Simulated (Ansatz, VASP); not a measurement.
## One calculation of Pd, two programs

INCAR

```
PREC = Accurate
ENCUT = 520
EDIFF = 1E-7
ISMEAR = 0
SIGMA = 0.15
LREAL = False
LASPH = True
NELM = 100
ALGO = Fast
ISIF = 2
LWAVE = False
LCHARG = False
GGA = PE
NBANDS = 11
```

File KPOINTS:

```
regular mesh
0
Gamma
  8 8 8
```

The input POSCAR:

```
Pd
1.0
    0.0000000000      1.9935225000      1.8476550000
    1.9935225000      0.0000000000      1.8476550000
    1.9935225000      1.9935225000      0.0000000000
Pd
1
Direct
    0.0000000000      0.0000000000      0.0000000000
```

Input for Ansatz:

```yaml
crystal:
  lattice:
    - [0.0, 1.9935225, 1.847655]
    - [1.9935225, 0.0, 1.847655]
    - [1.9935225, 1.9935225, 0.0]
  atoms:
    - { symbol: Pd, position: [0.0, 0.0, 0.0] }
basis:
  ecutwfc: 420
kpoints:
  mp_grid: { grid: [8, 8, 8] }
hamiltonian:
  xc: pbe
scf:
  occupations: { method: gaussian, width: 0.15 }
output:
  forces: true
  stress: true
  eigenvalues: true
```

Change from the starting cell: strain +0.025 along x and y, -0.050 along z, atoms carried along.

Alike in both runs: task single point; functional PBE; k mesh 8 × 8 × 8; occupations gaussian, width 0.15 eV; no spin polarisation.

|  | VASP | Ansatz |
| --- | --- | --- |
| version | VASP 6.6.1 | Ansatz 0.2.0 |
| potentials or method | VASP PAW PBE potentials, release 64 (Pd), cutoff 520 eV | scalar-relativistic, plane waves, PAW |
| valence electrons in the cell | 10 | 18 |

|  | VASP | Ansatz | Ansatz less VASP |
| --- | --- | --- | --- |
| gap on the k mesh at the Fermi level (eV) | none | none | - |
| pressure (GPa) | 8.8 | 9.1 | +0.31 |
| traceless stress, the component that is largest in VASP (GPa) | 1.78 | 1.80 | +0.019 |

A gap of «none» marks a metal or a gap that the smearing closes. With one functional, cell and mesh, what is left measures potentials, basis and numerics. VASP's potentials hold 10 valence electrons a cell and Ansatz's 18, so a difference there can come from the potentials and not from the codes.
